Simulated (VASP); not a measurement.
# CuAu (P4/mmm) in VASP: notebook, part 3 of 3

VASP 6.6.1.

## Step 6: Electric field gradients, PBEsol (13.52 Å³/atom)

This run uses another cell than the first one, of 13.52 Å³/atom.

INCAR reads:

```
PREC = Accurate
ENCUT = 610
EDIFF = 1E-8
ISMEAR = -1
SIGMA = 0.05
LREAL = F
LASPH = T
NELM = 120
ALGO = Normal
ISIF = 2
LWAVE = F
LCHARG = F
GGA = PS
LEFG = T
NBANDS = 26
GGA_COMPAT = F
```

KPOINTS reads:

```
Automatic mesh
0
Gamma
  13 13 10
```

POSCAR reads:

```
CuAu
1.0
    2.7428411044      0.0000000000      0.0000000000
    0.0000000000      2.7428411044      0.0000000000
    0.0000000000      0.0000000000      3.5950810190
Cu Au
1 1
Direct
    0.5000000000      0.5000000000      0.5000000000
    0.0000000000      0.0000000000      0.0000000000
```

Potentials or basis: VASP PAW PBE potentials, release 64 (Cu_sv_GW, Au_sv_GW).

Run with:

```
cat potpaw_PBE.64/Cu_sv_GW/POTCAR potpaw_PBE.64/Au_sv_GW/POTCAR > POTCAR
mpirun -np 1 vasp_std > vasp.out
```

OUTCAR:

```text
PREC = Accurate
   ENCUT = 610
   EDIFF = 1E-8
   ISMEAR = -1
   LREAL = F
   LASPH = T
   NELM = 120
   ISIF = 2
   GGA = PS

 ion  position               nearest neighbor table
   1  0.500  0.500  0.500-   2 2.64   2 2.64   2 2.64   2 2.64   2 2.64   2 2.64   2 2.64   2 2.64

   2  0.000  0.000  0.000-   1 2.64   1 2.64   1 2.64   1 2.64   1 2.64   1 2.64   1 2.64   1 2.64

  LATTYP: Found a simple tetragonal cell.
 ALAT       =     2.7428411044
 C/A-ratio  =     1.3107142857

  Lattice vectors:

 A1 = (   2.7428411044,   0.0000000000,   0.0000000000)
 A2 = (   0.0000000000,   2.7428411044,   0.0000000000)
 A3 = (   0.0000000000,   0.0000000000,   3.5950810190)

Analysis of symmetry for initial positions (statically):
=====================================================================
 Subroutine PRICEL returns:
 Original cell was already a primitive cell.

 Routine SETGRP: Setting up the symmetry group for a
 simple tetragonal supercell.

 Subroutine GETGRP returns: Found 16 space group operations
 (whereof 16 operations were pure point group operations)
 out of a pool of 16 trial point group operations.

The static configuration has the point symmetry D_4h.

Analysis of symmetry for dynamics (positions and initial velocities):
=====================================================================
 Subroutine PRICEL returns:
 Original cell was already a primitive cell.

 Routine SETGRP: Setting up the symmetry group for a
 simple tetragonal supercell.

 Subroutine GETGRP returns: Found 16 space group operations
 (whereof 16 operations were pure point group operations)
[... 157 lines left out ...]
 k-point     1 :       0.0000    0.0000    0.0000
  band No.  band energies     occupation
      1    -102.8360      2.00000
      2     -97.1322      2.00000
      3     -60.4026      2.00000
      4     -60.3832      2.00000
      5     -60.3832      2.00000
      6     -48.3721      2.00000
[... 685 lines left out ...]
     25      22.8951      0.00000
     26      23.0777      0.00000

 [... further k-points ...]

------------------------ aborting loop because EDIFF is reached ----------------------------------------

  FORCE on cell =-STRESS in cart. coord.  units (eV):
  Direction    XX          YY          ZZ          XY          YZ          ZX
  --------------------------------------------------------------------------------------
  -------------------------------------------------------------------------------------
  Total        1.3876516      1.3876516      1.3063142      0.0000000      0.0000000     -0.0000000
  in kB       82.2017446     82.2017446     77.3834800      0.0000000      0.0000000     -0.0000000
  external PRESSURE =      80.5956564 kB  Pullay stress =       0.0000000 kB

 VOLUME and BASIS-vectors are now :
 -----------------------------------------------------------------------------
  energy-cutoff  :      610.00
  volume of cell :       27.05
      direct lattice vectors                 reciprocal lattice vectors
     2.742841104  0.000000000  0.000000000     0.364585465  0.000000000  0.000000000
     0.000000000  2.742841104  0.000000000     0.000000000  0.364585465  0.000000000
     0.000000000  0.000000000  3.595081019     0.000000000  0.000000000  0.278157848

 POSITION                                       TOTAL-FORCE (eV/Angst)
 -----------------------------------------------------------------------------------
      1.37142      1.37142      1.79754         0.000000      0.000000      0.000000
      0.00000      0.00000      0.00000         0.000000      0.000000      0.000000
 -----------------------------------------------------------------------------------
    total drift:                                0.000000      0.000000     -0.000000

  FREE ENERGIE OF THE ION-ELECTRON SYSTEM (eV)
  ---------------------------------------------------
  free  energy   TOTEN  =        -7.7775593313 eV

  energy  without entropy=       -7.7727515166  energy(sigma->0) =       -7.77515542

 Electric field gradients (V/A^2)
---------------------------------------------------------------------
 ion       V_xx      V_yy      V_zz      V_xy      V_xz      V_yz
---------------------------------------------------------------------
   1       5.970     5.970   -11.940    -0.000    -0.000    -0.000
   2     -39.053   -39.053    78.106    -0.000     0.000     0.000
---------------------------------------------------------------------

 Electric field gradients after diagonalization (V/A^2)
 (convention: |V_zz| > |V_xx| > |V_yy|)
----------------------------------------------------------------------
 ion       V_xx      V_yy      V_zz     asymmetry (V_yy - V_xx)/ V_zz
----------------------------------------------------------------------
   1       5.970     5.970   -11.940       0.000
   2     -39.053   -39.053    78.106       0.000
----------------------------------------------------------------------

           NMR quadrupolar parameters

 Cq : quadrupolar parameter    Cq=e*Q*V_zz/h
 eta: asymmetry parameters     (V_yy - V_xx)/ V_zz
 Q  : nuclear electric quadrupole moment in mb (millibarn)
----------------------------------------------------------------------
 ion       Cq(MHz)       eta       Q (mb)
----------------------------------------------------------------------
   1      -0.029       0.000       1.000
   2       0.189       0.000       1.000
----------------------------------------------------------------------
```

OSZICAR:

```text
N       E                     dE             d eps       ncg     rms          rms(c)
DAV:   1     0.779130779028E+03    0.77913E+03   -0.25236E+04 12916   0.408E+03
DAV:   2     0.756988027180E+02   -0.70343E+03   -0.67489E+03 13130   0.118E+03
DAV:   3    -0.584023251913E+01   -0.81539E+02   -0.78053E+02 15012   0.463E+02
DAV:   4    -0.100475091214E+02   -0.42073E+01   -0.41625E+01 15722   0.117E+02
DAV:   5    -0.102413788473E+02   -0.19387E+00   -0.19369E+00 14916   0.180E+01    0.148E+01
DAV:   6    -0.782359101455E+01    0.24178E+01   -0.77221E+00 14900   0.709E+01    0.143E+01
DAV:   7    -0.780543616378E+01    0.18155E-01   -0.51924E-01 15280   0.181E+01    0.823E+00
DAV:   8    -0.780640073191E+01   -0.96457E-03   -0.20566E-01 14686   0.227E+01    0.181E+00
DAV:   9    -0.777714502669E+01    0.29256E-01   -0.11153E-01 11994   0.219E+01    0.211E-01
DAV:  10    -0.777756496426E+01   -0.41994E-03   -0.87681E-03 17288   0.160E+00    0.783E-02
DAV:  11    -0.777756512080E+01   -0.15654E-06   -0.20956E-04 13808   0.552E-01    0.267E-02
DAV:  12    -0.777756023623E+01    0.48846E-05   -0.32557E-05 16416   0.228E-01    0.122E-02
DAV:  13    -0.777755952948E+01    0.70675E-06   -0.14203E-06 15728   0.581E-02    0.582E-03
DAV:  14    -0.777755936378E+01    0.16570E-06   -0.11346E-06 15808   0.522E-02    0.730E-04
DAV:  15    -0.777755932619E+01    0.37593E-07   -0.23348E-08  6352   0.687E-03    0.209E-04
DAV:  16    -0.777755933133E+01   -0.51386E-08   -0.17006E-08  6928   0.373E-03
   1 F= -.77775593E+01 E0= -.77751554E+01  d E =-.480781E-02
```

stdout:

```text
POSCAR found type information on POSCAR CuAu
 POSCAR found :  2 types and       2 ions
 scaLAPACK will be used
 -----------------------------------------------------------------------------
|                                                                             |
|                                                                             |
|     You enforced a specific xc type in the INCAR file but a different       |
|     I HOPE YOU KNOW WHAT YOU ARE DOING!                                     |
|                                                                             |
 -----------------------------------------------------------------------------

 LDA part: xc-table for (Slater+PW92), standard interpolation
 POSCAR, INCAR and KPOINTS ok, starting setup
 FFT: planning ... GRIDC
 FFT: planning ... GRID_SOFT
 FFT: planning ... GRID
 WAVECAR not read
 entering main loop
ion   1

ion   2
```

It took 2.9 min on 1 thread of Intel Xeon Platinum 8375C at 2.90GHz (Ice Lake), shared host; peak memory 0.31 GiB.

Results:

```
Free energy                             : -7.7776 eV
Pressure                                : 8.1 GPa
Band gap on the k mesh                  : zero (bands 19 and 20 overlap by 6.78 eV)
Largest electric field gradient by atom : Cu -11.9; Au +78.1 V/Å²
```

Stress tensor (GPa, compression positive):
```
8.22 0.00 0.00
0.00 8.22 0.00
0.00 0.00 7.74
```

Electric field gradients, principal values (V/Å²):
| atom | least | middle | greatest (by size) |
| --- | --- | --- | --- |
| 1 Cu | 5.970 | 5.970 | -11.940 |
| 2 Au | -39.053 | -39.053 | 78.106 |

Caveat: the cell stands under pressure; without QUAD_EFG the Cq values of the log hold for a quadrupole moment of 1 mb, not for the nuclei; the PAW data sets were made with another functional, which shifts forces and pressure a little; spin-orbit coupling is left out, which moves the levels of the heavy elements.

## Step 7: Overview

| cell | gap on the mesh (eV) | pressure (GPa) |
| --- | --- | --- |
| a = 2.855, b = 2.855, c = 3.742 Å, 2 atoms | none | -11.5 |
| a = 2.800, b = 2.800, c = 3.743 Å, 2 atoms | none | -6.5 |
| a = 2.800, b = 2.800, c = 3.670 Å, 2 atoms | none | -3.6 |
| a = 2.819, b = 2.819, c = 3.694 Å, 2 atoms | none | -6.6 |
| a = 2.743, b = 2.743, c = 3.595 Å, 2 atoms | none | 8.1 |

Alike in all rows: task electric field gradients; level PBEsol; potentials or basis VASP PAW PBE potentials, release 64 (Cu_sv_GW, Au_sv_GW); no spin polarisation; k mesh 13 × 13 × 10; cutoff (eV) 610; smearing fermi-dirac 0.05 eV.

Caveats: the PAW data sets were made with another functional, which shifts forces and pressure a little; spin-orbit coupling is left out, which moves the levels of the heavy elements; the cell stands under tension (at least some runs); the cell stands under pressure (at least some runs).

Total energies depend on the potentials used, so only differences within one code and one set of settings carry meaning.
